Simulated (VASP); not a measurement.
# KBr (Fm-3m) in VASP: elastic constants with PBE

Aim: the elastic constants of KBr with PBE.

Everything below comes from runs of VASP 6.6.1. Logs are shortened: lines on timing, memory, paths and dates and some standing lists are left out, and cuts for length are marked.

### 1 The cell of the first run

It takes space group Fm-3m (No. 225, cubic). The conventional cell has a = 6.706 Å, b = 6.706 Å, c = 6.706 Å, α = 90.00°, β = 90.00°, γ = 90.00°. K (site symmetry m-3m) has 6 Br at 3.35 Å within 4.4 Å. Br (site symmetry m-3m) has 6 K at 3.35 Å within 4.4 Å.

### 2 Elastic constants, PBE

Input file INCAR:

```
SYSTEM = KBr
ALGO     = Normal         ! electronic algorithm
EDIFF    = 1E-8           ! SCF threshold, eV
ENCUT    = 600            ! plane-wave cutoff, eV
GGA      = PE             ! functional
IBRION   = 6              ! ionic algorithm
ISIF     = 3              ! what is computed and relaxed
ISMEAR   = 0              ! smearing method
LASPH    = .TRUE.         ! aspherical terms in the spheres
LCHARG   = .TRUE.         ! write CHGCAR
LREAL    = .FALSE.        ! projectors in reciprocal space
LWAVE    = .FALSE.        ! write WAVECAR
NBANDS   = 15             ! bands
NELM     = 100            ! most SCF steps
NFREE    = 2            
NSW      = 1              ! ionic steps
POTIM    = 0.015          ! step
PREC     = Accurate       ! precision mode
SIGMA    = 0.01           ! smearing width, eV
```

Input file KPOINTS:

```
k-points
0
G
  6 6 6
  0 0 0
```

Input file POSCAR:

```
KBr
1.0
    0.0000000000      3.3527671666      3.3527671666
    3.3527671666      0.0000000000      3.3527671666
    3.3527671666      3.3527671666      0.0000000000
K Br
1 1
Direct
    0.0000000000      0.0000000000      0.0000000000
    0.5000000000      0.5000000000      0.5000000000
```

Potentials or basis: VASP PAW PBE potentials, release 64 (K_sv, Br).

The run is started by

```console
cat potpaw_PBE.64/K_sv/POTCAR potpaw_PBE.64/Br/POTCAR > POTCAR
mpirun -np 1 vasp_std > vasp.out
```

OUTCAR:

```text
SYSTEM = KBr
   EDIFF = 1E-8
   ENCUT = 600
   GGA = PE
   IBRION = 6
   ISIF = 3
   ISMEAR = 0
   LASPH = .TRUE.
   LREAL = .FALSE.
   NELM = 100
   NFREE = 2
   NSW = 1
   POTIM = 0.015
   PREC = Accurate

 ion  position               nearest neighbor table
   1  0.000  0.000  0.000-
   2  0.500  0.500  0.500-

  LATTYP: Found a face centered cubic cell.
 ALAT       =     6.7055343332

  Lattice vectors:

 A1 = (   0.0000000000,   3.3527671666,   3.3527671666)
 A2 = (   3.3527671666,   0.0000000000,   3.3527671666)
 A3 = (   3.3527671666,   3.3527671666,   0.0000000000)

Analysis of symmetry for initial positions (statically):
=====================================================================
 Subroutine PRICEL returns:
 Original cell was already a primitive cell.

 Routine SETGRP: Setting up the symmetry group for a
 face centered cubic supercell.

 Subroutine GETGRP returns: Found 48 space group operations
 (whereof 48 operations were pure point group operations)
 out of a pool of 48 trial point group operations.

The static configuration has the point symmetry O_h .

Analysis of symmetry for dynamics (positions and initial velocities):
=====================================================================
 Subroutine PRICEL returns:
 Original cell was already a primitive cell.

 Routine SETGRP: Setting up the symmetry group for a
 face centered cubic supercell.

 Subroutine GETGRP returns: Found 48 space group operations
 (whereof 48 operations were pure point group operations)
 out of a pool of 48 trial point group operations.

The dynamic configuration has the point symmetry O_h .

 Subroutine INISYM returns: Found 48 space group operations
 (whereof 48 operations are pure point group operations),
 and found     1 'primitive' translations

[... 752 lines left out ...]
      3     -13.3344      2.00000
      4     -13.2968      2.00000
      5     -13.1647      2.00000
      6      -2.6549      2.00000
      7      -2.4928      2.00000
      8      -2.2353      2.00000
      9       4.9887      0.00000
     10       6.0192      0.00000
     11       6.4200      0.00000
     12       7.0047      0.00000
     13       7.7708      0.00000
     14       8.3599      0.00000
     15       9.2468      0.00000

 [... further k-points ...]

------------------------ aborting loop because EDIFF is reached ----------------------------------------

  FORCE on cell =-STRESS in cart. coord.  units (eV):
  Direction    XX          YY          ZZ          XY          YZ          ZX
  --------------------------------------------------------------------------------------
  -------------------------------------------------------------------------------------
  Total        0.0192549      0.0174341      0.0174341      0.0000000     -0.0000000     -0.0000000
  in kB        0.4092713      0.3705695      0.3705695      0.0000000     -0.0000000     -0.0000000
  external PRESSURE =       0.3834701 kB  Pullay stress =       0.0000000 kB
[... 17 lines left out ...]
  FREE ENERGIE OF THE ION-ELECTRON SYSTEM (eV)
  ---------------------------------------------------
  free  energy   TOTEN  =        -6.2235921430 eV

  energy  without entropy=       -6.2235921430  energy(sigma->0) =       -6.22359214

 INTERNAL STRAIN TENSORS FROM STRAINED CELLS
 ============================================

 INTERNAL STRAIN TENSOR FOR ION    1 for displacements in x,y,z  (eV/Angst):
          X           Y           Z          XY          YZ          ZX
  --------------------------------------------------------------------------------
  x     0.00000    -0.00000     0.00000     0.00000     0.00000    -0.00000
  y    -0.00000    -0.00000    -0.00000     0.00000     0.00000     0.00000
  z    -0.00000    -0.00000     0.00000     0.00000    -0.00000    -0.00000

 INTERNAL STRAIN TENSORS FROM DISPLACED ATOMS
 ============================================

 INTERNAL STRAIN TENSOR FOR ION    1 for displacements in x,y,z  (eV/Angst):
          X           Y           Z          XY          YZ          ZX
  --------------------------------------------------------------------------------
  x     0.00000     0.00000     0.00000     0.00000     0.00000     0.00000
  y     0.00000     0.00000     0.00000     0.00000     0.00000     0.00000
  z     0.00000     0.00000     0.00000     0.00000     0.00000     0.00000

 INTERNAL STRAIN TENSOR FOR ION    2 for displacements in x,y,z  (eV/Angst):
          X           Y           Z          XY          YZ          ZX
  --------------------------------------------------------------------------------
  x     0.00000     0.00000     0.00000     0.00000     0.00000     0.00000
  y     0.00000     0.00000     0.00000     0.00000     0.00000     0.00000
  z     0.00000     0.00000     0.00000     0.00000     0.00000     0.00000

 Eigenvectors and eigenvalues of the dynamical matrix
 ----------------------------------------------------

   1 f  =    3.027161 THz    19.020214 2PiTHz  100.975226 cm-1    12.519327 meV
             X         Y         Z           dx          dy          dz
      0.000000  0.000000  0.000000     0.000000    0.819296    0.000000
      3.352767  3.352767  3.352767     0.000000   -0.573370    0.000000
[... 21 lines left out ...]
   6 f/i=    0.000659 THz     0.004141 2PiTHz    0.021982 cm-1     0.002725 meV
             X         Y         Z           dx          dy          dz
      0.000000  0.000000  0.000000     0.000000    0.000000   -0.573370
      3.352767  3.352767  3.352767     0.000000    0.000000   -0.819296

--------------------------------------------------------------------------------------------------------

 ELASTIC MODULI CONTR FROM IONIC RELAXATION (kBar)
 Direction    XX          YY          ZZ          XY          YZ          ZX
 --------------------------------------------------------------------------------
 XX           0.0000      0.0000      0.0000      0.0000      0.0000      0.0000
 YY           0.0000      0.0000      0.0000      0.0000      0.0000      0.0000
 ZZ           0.0000      0.0000      0.0000      0.0000      0.0000      0.0000
 XY           0.0000      0.0000      0.0000      0.0000      0.0000      0.0000
 YZ           0.0000      0.0000      0.0000      0.0000      0.0000      0.0000
 ZX           0.0000      0.0000      0.0000      0.0000      0.0000      0.0000
 --------------------------------------------------------------------------------

 TOTAL ELASTIC MODULI (kBar)
 Direction    XX          YY          ZZ          XY          YZ          ZX
 --------------------------------------------------------------------------------
 XX         308.6799     50.7729     50.7729      0.0000      0.0000      0.0000
 YY          50.7729    308.6799     50.7729     -0.0000      0.0000     -0.0000
 ZZ          50.7729     50.7729    308.6799     -0.0000     -0.0000     -0.0000
 XY           0.0000     -0.0000     -0.0000     52.1872     -0.0000      0.0000
 YZ           0.0000      0.0000     -0.0000     -0.0000     52.1872      0.0000
 ZX           0.0000     -0.0000     -0.0000      0.0000      0.0000     52.1872
 --------------------------------------------------------------------------------
```

stdout:

```text
POSCAR found type information on POSCAR K Br
 POSCAR found :  2 types and       2 ions
 scaLAPACK will be used
 LDA part: xc-table for (Slater+PW92), standard interpolation
 POSCAR, INCAR and KPOINTS ok, starting setup
 FFT: planning ... GRIDC
 FFT: planning ... GRID_SOFT
 FFT: planning ... GRID
 WAVECAR not read
 entering main loop
 Found     2 degrees of freedom:
 Adding 6 more for cell shape distortion
 Finite differences POTIM= 0.01500 DOF=   8
 bond charge predicted
 Finite differences progress:
 bond charge predicted
 Finite differences progress:
 bond charge predicted
 Finite differences progress:
 bond charge predicted
 Finite differences progress:
 bond charge predicted
 Finite differences progress:
 bond charge predicted
 Finite differences progress:
 bond charge predicted
 Finite differences progress:
 bond charge predicted
 Finite differences progress:
 bond charge predicted
 Finite differences progress:
 bond charge predicted
 Finite differences progress:
 bond charge predicted
 Finite differences progress:
 bond charge predicted
 Finite differences progress:
 bond charge predicted
 Finite differences progress:
 bond charge predicted
 Finite differences progress:
 bond charge predicted
 Finite differences progress:
 bond charge predicted
 Finite differences progress:
```

Wall time 5.8 min (1 thread of Intel Xeon 6975P-C (Granite Rapids), shared host); peak memory 0.35 GiB.

Results:

- Elastic constants C11, C12, C44: 31, 5, 5 GPa
- Voigt bulk modulus: 14 GPa
- Highest phonon frequency at Γ, LO-TO splitting left out: 101 cm⁻¹

Phonon frequencies in cm⁻¹ (negative: imaginary):
```csv
q point,frequencies
"(0.000, 0.000, 0.000)",0 0 0 101 101 101
```

Elastic tensor in Voigt notation (GPa, in the Cartesian axes of the cell as first typed):
```
31  5  5  0  0  0
 5 31  5  0  0  0
 5  5 31  0  0  0
 0  0  0  5  0  0
 0  0  0  0  5  0
 0  0  0  0  0  5
```

Clamped-ion elastic tensor (GPa):
```
31  5  5  0  0  0
 5 31  5  0  0  0
 5  5 31  0  0  0
 0  0  0  5  0  0
 0  0  0  0  5  0
 0  0  0  0  0  5
```
